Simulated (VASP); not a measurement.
Input of a VASP 6.6.1 run:

Contents of INCAR:

```
ALGO = Normal
EDIFF = 1E-6
ENCUT = 600
GGA = CA
GGA_COMPAT = F
ISIF = 2
ISMEAR = 0
ISPIN = 2
LASPH = T
LCHARG = T
LDAU = T
LDAUJ = 0 0
LDAUL = 2 -1
LDAUPRINT = 1
LDAUTYPE = 2
LDAUU = 8 0
LELF = T
LMAXMIX = 4
LORBIT = 11
LREAL = F
LVHAR = T
LWAVE = F
MAGMOM = 0 0 0 0 0 0 0 0
NBANDS = 48
NELM = 200
NUPDOWN = 0.0
PREC = Accurate
SIGMA = 0.05
```

KPOINTS

```
k-points
0
Gamma
  7 7 2
```

File POSCAR:

```
CuO
1.0
    3.1795331000      0.0000000000      0.0000000000
   -1.5897665500      2.7535564400      0.0000000000
    0.0000000000      0.0000000000      8.8629814600
Cu O
4 4
Direct
    0.0000000000      0.0000000000      0.0000000000
    0.0000000000      0.0000000000      0.2500000000
    0.0000000000      0.0000000000      0.5000000000
    0.0000000000      0.0000000000      0.7500000000
    0.3333333333      0.6666666667      0.1250000000
    0.6666666667      0.3333333333      0.3750000000
    0.3333333333      0.6666666667      0.6250000000
    0.6666666667      0.3333333333      0.8750000000
```

Potentials or basis: VASP PAW LDA potentials, release 64 (Cu, O).

Launch:

```bash
$ cat potpaw_LDA.64/Cu/POTCAR potpaw_LDA.64/O/POTCAR > POTCAR
$ mpirun -np 1 vasp_std > vasp.out
```

Task: Predict the pressure.

Result: -17.8 GPa.

Stress tensor (GPa, compression positive):
```
-29.90   0.00   0.00
  0.00 -29.90   0.00
  0.00   0.00   6.41
```

Caveat: the stress differs along the axes, from -30 to 6 GPa; the total moment is fixed, so each spin has its own Fermi level.
